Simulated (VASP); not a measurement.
# Pb (Fm-3m) in VASP: notebook

The runs below take Pb through single point, relaxation of cell and atoms, with PBE.

All numbers are computed with VASP 6.6.1; they aren't measurements. Logs are shortened: lines on timing, memory, paths and dates and some standing lists are left out, and cuts for length are marked.

### 1 The cell of the first run

It takes space group Fm-3m (No. 225, cubic). Conventional cell: a = 4.991 Å, b = 4.991 Å, c = 4.991 Å, α = 90.00°, β = 90.00°, γ = 90.00°. Pb (site symmetry m-3m) has 12 Pb at 3.53 Å within 4.6 Å.

### 2 Single point, PBE (volume scaled by 0.97)

The input, INCAR:

```
PREC     = Accurate       # precision mode
ENCUT    = 520            # plane-wave cutoff, eV
EDIFF    = 1E-6           # SCF threshold, eV
ISMEAR   = 0              # smearing method
SIGMA    = 0.1            # smearing width, eV
LREAL    = F              # projectors in reciprocal space
LASPH    = T              # aspherical terms in the spheres
NELM     = 100            # most SCF steps
ALGO     = Normal         # electronic algorithm
ISIF     = 2              # what is computed and relaxed
LWAVE    = F              # write WAVECAR
LCHARG   = F              # write CHGCAR
GGA      = PE             # functional
NBANDS   = 13             # bands
```

The input, KPOINTS:

```
Automatic mesh
0
Gamma
  14 14 14
```

The input, POSCAR:

```
Pb
1.0
    0.0000000000      2.4955315365      2.4955315365
    2.4955315365      0.0000000000      2.4955315365
    2.4955315365      2.4955315365      0.0000000000
Pb
1
Direct
    0.0000000000      0.0000000000      0.0000000000
```

Potentials or basis: VASP PAW PBE potentials, release 64 (Pb_d).

The run is started by

```
$ cat potpaw_PBE.64/Pb_d/POTCAR > POTCAR
$ mpirun -np 1 vasp_std > vasp.out
```

OUTCAR:

```text
PREC = Accurate
   ENCUT = 520
   EDIFF = 1E-6
   ISMEAR = 0
   LREAL = F
   LASPH = T
   NELM = 100
   ISIF = 2
   GGA = PE

 ion  position               nearest neighbor table
   1  0.000  0.000  0.000-

  LATTYP: Found a face centered cubic cell.
 ALAT       =     4.9910630730

  Lattice vectors:

 A1 = (   0.0000000000,   2.4955315365,   2.4955315365)
 A2 = (   2.4955315365,   0.0000000000,   2.4955315365)
 A3 = (   2.4955315365,   2.4955315365,   0.0000000000)

Analysis of symmetry for initial positions (statically):
=====================================================================
 Subroutine PRICEL returns:
 Original cell was already a primitive cell.

 Routine SETGRP: Setting up the symmetry group for a
 face centered cubic supercell.

 Subroutine GETGRP returns: Found 48 space group operations
 (whereof 48 operations were pure point group operations)
 out of a pool of 48 trial point group operations.

The static configuration has the point symmetry O_h .

Analysis of symmetry for dynamics (positions and initial velocities):
=====================================================================
 Subroutine PRICEL returns:
 Original cell was already a primitive cell.

 Routine SETGRP: Setting up the symmetry group for a
 face centered cubic supercell.

 Subroutine GETGRP returns: Found 48 space group operations
 (whereof 48 operations were pure point group operations)
 out of a pool of 48 trial point group operations.

The dynamic configuration has the point symmetry O_h .

 Subroutine INISYM returns: Found 48 space group operations
 (whereof 48 operations are pure point group operations),
 and found     1 'primitive' translations

----------------------------------------------------------------------------------------

                                     Primitive cell

  volume of cell :      31.0827

  direct lattice vectors                    reciprocal lattice vectors
     0.000000000  2.495531537  2.495531537    -0.200358117  0.200358117  0.200358117
     2.495531537  0.000000000  2.495531537     0.200358117 -0.200358117  0.200358117
     2.495531537  2.495531537  0.000000000     0.200358117  0.200358117 -0.200358117

  length of vectors
     3.529214544  3.529214544  3.529214544     0.347030439  0.347030439  0.347030439

  position of ions in fractional coordinates (direct lattice)
     0.000000000  0.000000000  0.000000000

  ion indices of the primitive-cell ions
   primitive index   ion index
                 1           1

----------------------------------------------------------------------------------------

 KPOINTS: Automatic mesh

Automatic generation of k-mesh.
 Grid dimensions read from file:
 generate k-points for:   14   14   14

 Generating k-lattice:

  Cartesian coordinates                     Fractional coordinates (reciprocal lattice)
    -0.014311294  0.014311294  0.014311294     0.071428571  0.000000000  0.000000000
     0.014311294 -0.014311294  0.014311294     0.000000000  0.071428571  0.000000000
     0.014311294  0.014311294 -0.014311294     0.000000000  0.000000000  0.071428571

  Length of vectors
     0.024787888  0.024787888  0.024787888

  Shift w.r.t. Gamma in fractional coordinates (k-lattice)
     0.000000000  0.000000000  0.000000000

 Subroutine IBZKPT returns following result:
 ===========================================

 Found    104 irreducible k-points:

 Following reciprocal coordinates:
            Coordinates               Weight
  0.000000  0.000000  0.000000      1.000000
  0.071429  0.000000  0.000000      8.000000
  0.142857  0.000000  0.000000      8.000000
  0.214286  0.000000  0.000000      8.000000
  0.285714  0.000000  0.000000      8.000000
  0.357143  0.000000  0.000000      8.000000
[... 16 lines left out ...]
  0.214286  0.142857  0.000000     24.000000
  0.285714  0.142857  0.000000     24.000000
 [... further k-points ...]
   k-points           NKPTS =    104   k-points in BZ     NKDIM =    104   number of bands    NBANDS=     13
   number of dos      NEDOS =    301   number of ions     NIONS =      1
   total plane-waves  NPLWV =  21952
   dimension x,y,z NGX =    28 NGY =   28 NGZ =   28
   dimension x,y,z NGXF=    56 NGYF=   56 NGZF=   56
   ions per type =               1
   NGX,Y,Z   is equivalent  to a cutoff of  13.19, 13.19, 13.19 a.u.
   NGXF,Y,Z  is equivalent  to a cutoff of  26.38, 26.38, 26.38 a.u.
 SYSTEM =  unknown system
   PREC   = accura    normal or accurate (medium, high low for compatibility)
   ISTART =      0    job   : 0-new  1-cont  2-samecut
   ICHARG =      2    charge: 1-file 2-atom 10-const
   ISPIN  =      1    spin polarized calculation?
   LNONCOLLINEAR =      F non collinear calculations
   LSORBIT =      F    spin-orbit coupling
   LASPH  =      T    aspherical Exc in radial PAW
   ENCUT  =  520.0 eV  38.22 Ry    6.18 a.u.   6.56  6.56  6.56*2*pi/ulx,y,z
   NELM   =    100;   NELMIN=  2; NELMDL= -5     # of ELM steps
   EDIFF  = 0.1E-05   stopping-criterion for ELM
   LREAL  =      F    real-space projection
   EDIFFG = 0.1E-04   stopping-criterion for IOM
   NSW    =      0    number of steps for IOM
   IBRION =     -1    ionic relax: 0-MD 1-quasi-New 2-CG
   NFREE  =      0    steps in history (QN), initial steepest desc. (CG)
   ISIF   =      2    stress and relaxation
   ISYM   =      2    0-nonsym 1-usesym 2-fastsym
   POTIM  = 0.5000    time-step for ionic-motion
   TEBEG  =    0.0;   TEEND  =   0.0 temperature during run
   PSTRESS=    0.0 pullay stress
   NELECT =      14.0000    total number of electrons
   NUPDOWN=      -1.0000    fix difference up-down
   EMIN   =  10.00;   EMAX   =-10.00  energy-range for DOS
   EFERMI =   0.00;   METHOD = LEGACY
   ISMEAR =     0;   SIGMA  =   0.10  broadening in eV -4-tet -1-fermi 0-gaus
   EFERMI_NEDOS =   21; number of points for ismear=-14 and -15
   IALGO  =     38    algorithm
   IMIX   =      4    mixing-type and parameters
     AMIX     =   0.40;   BMIX     =  1.00
     AMIX_MAG =   1.60;   BMIX_MAG =  1.00
  volume/ion in A,a.u.               =      31.08       209.76
  Fermi-wavevector in a.u.,A,eV,Ry     =   1.254906  2.371428 21.426298  1.574788
  Thomas-Fermi vector in A             =   2.388688
   LORBIT       =      0    0 simple, 1 ext, 2 COOP (PROOUT), +10 PAW based schemes
   GGA     = PE    functional components
   LHFCALC =     F    Hartree Fock is set to
   AEXX    =    0.0000 exact exchange contribution
   IVDW    =     0    specifies the selected vdW correction
   LEPSILON=     F    determine dielectric tensor
   LRPA    =     F    only Hartree local field effects (RPA)
 non-spin polarized calculation
 Gauss-broadening in eV      SIGMA  =   0.10
  energy-cutoff  :      520.00
  volume of cell :       31.08
 maximum number of plane-waves:       872
 NGX is ok and might be reduce to    28
   NGX = 13   NGY = 13   NGZ = 13

 number of electron      14.0000000 magnetization

 Free energy of the ion-electron system (eV)
  ---------------------------------------------------
  ext. energy  EPLUGINS =         0.00000000
  ---------------------------------------------------
  free energy    TOTEN  =        -3.56517734 eV

  energy without entropy =       -3.56293098  energy(sigma->0) =       -3.56405416

 E-fermi :   7.0313     XC(G=0): -10.0665

 val. band max:        7.0164010599   @ k =   0.3571   0.2143   0.0000
 cond. band min:       7.0553018549   @ k =  -0.2857   0.2857   0.0714
 fundamental gap:      0.0389007950
 Fermi energy:         7.0312897756

 k-point     1 :       0.0000    0.0000    0.0000
  band No.  band energies     occupation
      1     -10.0474      2.00000
      2     -10.0474      2.00000
      3     -10.0474      2.00000
      4      -9.9177      2.00000
      5      -9.9177      2.00000
      6      -4.5811      2.00000
      7      14.2313      0.00000
      8      14.2313      0.00000
      9      14.2313      0.00000
     10      16.7543      0.00000
     11      18.0322      0.00000
     12      19.3114      0.00000
     13      19.3114      0.00000

 k-point     2 :       0.0714    0.0000    0.0000
  band No.  band energies     occupation
      1     -10.0474      2.00000
      2     -10.0405      2.00000
      3     -10.0405      2.00000
      4      -9.9181      2.00000
      5      -9.9181      2.00000
      6      -4.4853      2.00000
      7      13.0638      0.00000
      8      14.1110      0.00000
      9      14.1110      0.00000
     10      16.5033      0.00000
     11      18.5867      0.00000
     12      19.5260      0.00000
     13      19.5260      0.00000

 k-point     3 :       0.1429    0.0000    0.0000
  band No.  band energies     occupation
      1     -10.0482      2.00000
      2     -10.0248      2.00000
      3     -10.0248      2.00000
      4      -9.9156      2.00000
      5      -9.9156      2.00000
      6      -4.1983      2.00000
      7      10.9447      0.00000
      8      13.8051      0.00000
      9      13.8051      0.00000
     10      16.1851      0.00000
     11      19.4741      0.00000
     12      19.9720      0.00000
     13      20.0077      0.00000
[... 305 lines left out ...]
 k-point    23 :       0.2143    0.1429    0.0000
  band No.  band energies     occupation
      1     -10.0844      2.00000
      2      -9.9813      2.00000
      3      -9.9745      2.00000
      4      -9.9528      2.00000
      5      -9.8814      2.00000
      6      -3.7216      2.00000
      7      10.1693      0.00000
      8      12.0363      0.00000
      9      12.3212      0.00000
     10      15.5545      0.00000
     11      16.5591      0.00000
     12      20.9529      0.00000
     13      21.8995      0.00000

 k-point    24 :       0.2857    0.1429    0.0000
  band No.  band energies     occupation
      1     -10.0846      2.00000
      2      -9.9932      2.00000
      3      -9.9673      2.00000
      4      -9.9280      2.00000
      5      -9.8531      2.00000
      6      -3.1888      2.00000
      7       8.1933      0.00000
      8      11.6313      0.00000
      9      11.8478      0.00000
     10      15.3756      0.00000
     11      16.9281      0.00000
     12      20.5076      0.00000
     13      21.2807      0.00000

 [... further k-points ...]

------------------------ aborting loop because EDIFF is reached ----------------------------------------

  FORCE on cell =-STRESS in cart. coord.  units (eV):
  Direction    XX          YY          ZZ          XY          YZ          ZX
  --------------------------------------------------------------------------------------
  -------------------------------------------------------------------------------------
  Total        0.2339398      0.2339398      0.2339398     -0.0000000      0.0000000     -0.0000000
  in kB       12.0585603     12.0585603     12.0585603     -0.0000000      0.0000000     -0.0000000
  external PRESSURE =      12.0585603 kB  Pullay stress =       0.0000000 kB

 VOLUME and BASIS-vectors are now :
 -----------------------------------------------------------------------------
  energy-cutoff  :      520.00
  volume of cell :       31.08
      direct lattice vectors                 reciprocal lattice vectors
     0.000000000  2.495531537  2.495531537    -0.200358117  0.200358117  0.200358117
     2.495531537  0.000000000  2.495531537     0.200358117 -0.200358117  0.200358117
     2.495531537  2.495531537  0.000000000     0.200358117  0.200358117 -0.200358117

 POSITION                                       TOTAL-FORCE (eV/Angst)
 -----------------------------------------------------------------------------------
      0.00000      0.00000      0.00000        -0.000000      0.000000      0.000000
 -----------------------------------------------------------------------------------
    total drift:                               -0.000000     -0.000000     -0.000000

  FREE ENERGIE OF THE ION-ELECTRON SYSTEM (eV)
  ---------------------------------------------------
  free  energy   TOTEN  =        -3.5651773386 eV

  energy  without entropy=       -3.5629309781  energy(sigma->0) =       -3.56405416
```

It took 13 s on 1 thread of Intel Xeon 6975P-C (Granite Rapids), shared host; peak memory 0.18 GiB.

Results:

* Free energy: -3.5652 eV
* Pressure: 1.2 GPa
* Band gap on the k mesh: zero (band 7 reaches 14.23 eV, above the bottom of band 8 at 5.50 eV)

Levels at points of the mesh, in eV from the Fermi level:
```csv
k point,band 3,band 4,band 5,band 6,band 7,band 8,band 9,band 10,band 11,band 12
"(0.00, 0.00, 0.00)",-17.08,-16.95,-16.95,-11.61,7.20,7.20,7.20,9.72,11.00,12.28
"(0.50, 0.00, 0.00)",-17.07,-16.82,-16.82,-8.13,-4.11,5.42,5.42,9.20,9.22,11.03
"(0.50, 0.50, 0.00)",-16.83,-16.79,-16.79,-6.78,-3.20,2.00,2.00,5.28,6.55,18.09
```

Caveat: the cell differs from its parent crystal (volume scaled by 0.97); spin-orbit coupling is left out, which moves the levels of the heavy elements.

### 3 Single point, PBE

This run uses another cell than the first one, of 32.04 Å³/atom, 1.031 times its volume.

The input, INCAR:

```
ALGO = Normal ; EDIFF = 1E-7
ENCUT = 520 ; GGA = PE
ISIF = 2 ; ISMEAR = 0
LASPH = True ; LCHARG = False
LREAL = False ; LWAVE = False
NBANDS = 13 ; NELM = 80
PREC = Accurate ; SIGMA = 0.1
```

The input, KPOINTS:

```
k-points
0
Gamma
  14 14 14
```

The input, POSCAR:

```
Pb
1.0
    0.0000000000      2.5209979029      2.5209979029
    2.5209979029      0.0000000000      2.5209979029
    2.5209979029      2.5209979029      0.0000000000
Pb
1
Direct
    0.0000000000      0.0000000000      0.0000000000
```

Potentials or basis: VASP PAW PBE potentials, release 64 (Pb_d).

The run is started by

```
$ cat potpaw_PBE.64/Pb_d/POTCAR > POTCAR
$ mpirun -np 1 vasp_std > vasp.out
```

Wall time 14 s (1 thread of Intel Xeon 6975P-C (Granite Rapids), shared host); peak memory 0.18 GiB.

It converged, with:

| Property | Result |
| --- | --- |
| Free energy | -3.5689 eV |
| Pressure | -0.1 GPa |
| Band gap on the k mesh | zero (band 7 reaches 13.67 eV, above the bottom of band 8 at 5.23 eV) |

Levels at points of the mesh, in eV from the Fermi level:
| k point | band 5 | band 6 | band 7 | band 8 | band 9 | band 10 |
| --- | --- | --- | --- | --- | --- | --- |
| (0.00, 0.00, 0.00) | -16.92 | -11.40 | 6.98 | 6.98 | 6.98 | 9.72 |
| (0.50, 0.00, 0.00) | -16.81 | -8.09 | -3.94 | 5.27 | 5.27 | 8.98 |
| (0.50, 0.50, 0.00) | -16.78 | -6.80 | -3.06 | 1.98 | 1.98 | 5.22 |

Caveat: spin-orbit coupling is left out, which moves the levels of the heavy elements.

### 4 Single point, PBE (volume scaled by 1.03)

The input, INCAR:

```
  PREC = Accurate
  ENCUT = 520
  EDIFF = 1E-7
  ISMEAR = 0
  SIGMA = 0.1
  LREAL = F
  LASPH = T
  NELM = 80
  ALGO = Normal
  ISIF = 2
  LWAVE = F
  LCHARG = T
  GGA = PE
  LELF = T
  LVHAR = T
  NBANDS = 13
```

The input, KPOINTS:

```
Automatic mesh
0
Gamma
  14 14 14
```

The input, POSCAR:

```
Pb
1.0
    0.0000000000      2.5459599016      2.5459599016
    2.5459599016      0.0000000000      2.5459599016
    2.5459599016      2.5459599016      0.0000000000
Pb
1
Direct
    0.0000000000      0.0000000000      0.0000000000
```

The run is started by

```
$ cat potpaw_PBE.64/Pb_d/POTCAR > POTCAR
$ mpirun -np 1 vasp_std > vasp.out
```

It took 15 s on 1 thread of Intel Xeon 6975P-C (Granite Rapids), shared host; peak memory 0.18 GiB.

It converged, with:

| Quantity | Value |
| --- | --- |
| Free energy | -3.5655 eV |
| Pressure | -1.2 GPa |
| Band gap on the k mesh | zero (band 7 reaches 13.13 eV, above the bottom of band 8 at 4.98 eV) |

Levels at points of the mesh, in eV from the Fermi level:
| k point | band 3 | band 4 | band 5 | band 6 | band 7 | band 8 | band 9 | band 10 | band 11 | band 12 |
| --- | --- | --- | --- | --- | --- | --- | --- | --- | --- | --- |
| (0.00, 0.00, 0.00) | -17.02 | -16.91 | -16.91 | -11.20 | 6.77 | 6.77 | 6.77 | 9.70 | 10.28 | 11.89 |
| (0.50, 0.00, 0.00) | -17.01 | -16.80 | -16.80 | -8.05 | -3.80 | 5.13 | 5.13 | 8.75 | 9.18 | 10.72 |
| (0.50, 0.50, 0.00) | -16.81 | -16.78 | -16.78 | -6.84 | -2.94 | 1.96 | 1.96 | 5.15 | 6.40 | 17.79 |

Caveat: the cell differs from its parent crystal (volume scaled by 1.03); spin-orbit coupling is left out, which moves the levels of the heavy elements.

### 5 Single point, PBE (volume scaled by 1.06)

The input, INCAR:

```
PREC = Accurate
ENCUT = 520
EDIFF = 1E-7
ISMEAR = 0
SIGMA = 0.1
LREAL = F
LASPH = T
NELM = 100
ALGO = Fast
ISIF = 2
LWAVE = F
LCHARG = F
GGA = PE
NBANDS = 13
```

KPOINTS is that of step 4.

The input, POSCAR:

```
Pb
1.0
    0.0000000000      2.5704417871      2.5704417871
    2.5704417871      0.0000000000      2.5704417871
    2.5704417871      2.5704417871      0.0000000000
Pb
1
Direct
    0.0000000000      0.0000000000      0.0000000000
```

The run is started by

```
$ cat potpaw_PBE.64/Pb_d/POTCAR > POTCAR
$ mpirun -np 1 vasp_std > vasp.out
```

Run time: 22 s. Hardware: 1 thread of Intel Xeon 6975P-C (Granite Rapids), shared host; peak memory 0.18 GiB.

The run converged. Its results:

* Free energy: -3.5562 eV
* Pressure: -2.1 GPa
* Band gap on the k mesh: zero (band 7 reaches 12.63 eV, above the bottom of band 8 at 4.75 eV)

Levels at points of the mesh, in eV from the Fermi level:
```csv
k point,band 5,band 6,band 7,band 8,band 9,band 10
"(0.00, 0.00, 0.00)",-16.91,-11.03,6.56,6.56,6.56,9.67
"(0.50, 0.00, 0.00)",-16.81,-8.03,-3.67,4.98,4.98,8.52
"(0.50, 0.50, 0.00)",-16.79,-6.88,-2.84,1.93,1.93,5.08
```

Caveat: the cell differs from its parent crystal (volume scaled by 1.06); spin-orbit coupling is left out, which moves the levels of the heavy elements.

### 6 Single point, PBE (volume scaled by 1.10)

The input, INCAR:

```
SYSTEM = Pb
ALGO     = Fast           ! electronic algorithm
EDIFF    = 1E-6           ! SCF threshold, eV
ENCUT    = 520            ! plane-wave cutoff, eV
GGA      = PE             ! functional
ISIF     = 2              ! what is computed and relaxed
ISMEAR   = 0              ! smearing method
LASPH    = .TRUE.         ! aspherical terms in the spheres
LCHARG   = .FALSE.        ! write CHGCAR
LREAL    = .FALSE.        ! projectors in reciprocal space
LWAVE    = .FALSE.        ! write WAVECAR
NBANDS   = 13             ! bands
NELM     = 100            ! most SCF steps
PREC     = Accurate       ! precision mode
SIGMA    = 0.1            ! smearing width, eV
```

The input, KPOINTS:

```
k-points
0
G
  14 14 14
  0 0 0
```

The input, POSCAR:

```
Pb
1.0
    0.0000000000      2.6023760063      2.6023760063
    2.6023760063      0.0000000000      2.6023760063
    2.6023760063      2.6023760063      0.0000000000
Pb
1
Direct
    0.0000000000      0.0000000000      0.0000000000
```

Potentials or basis: VASP PAW PBE potentials, release 64 (Pb_d).

The run is started by

```
$ cat potpaw_PBE.64/Pb_d/POTCAR > POTCAR
$ mpirun -np 1 vasp_std > vasp.out
```

It took 19 s on 1 thread of Intel Xeon 6975P-C (Granite Rapids), shared host; peak memory 0.17 GiB.

It converged, with:

```
Free energy            : -3.5359 eV
Pressure               : -3.1 GPa
Band gap on the k mesh : zero (band 7 reaches 12.00 eV, above the bottom of band 8 at 4.45 eV)
```

Levels at points of the mesh, in eV from the Fermi level:
| k point | band 4 | band 5 | band 6 | band 7 | band 8 | band 9 | band 10 | band 11 |
| --- | --- | --- | --- | --- | --- | --- | --- | --- |
| (0.00, 0.00, 0.00) | -16.92 | -16.92 | -10.84 | 6.27 | 6.27 | 6.27 | 9.47 | 9.62 |
| (0.50, 0.00, 0.00) | -16.84 | -16.84 | -8.02 | -3.52 | 4.77 | 4.77 | 8.22 | 9.09 |
| (0.50, 0.50, 0.00) | -16.81 | -16.81 | -6.94 | -2.72 | 1.87 | 1.87 | 4.97 | 6.21 |

Caveat: the cell differs from its parent crystal (volume scaled by 1.10); spin-orbit coupling is left out, which moves the levels of the heavy elements.

(Continued in part 2 of 2.)
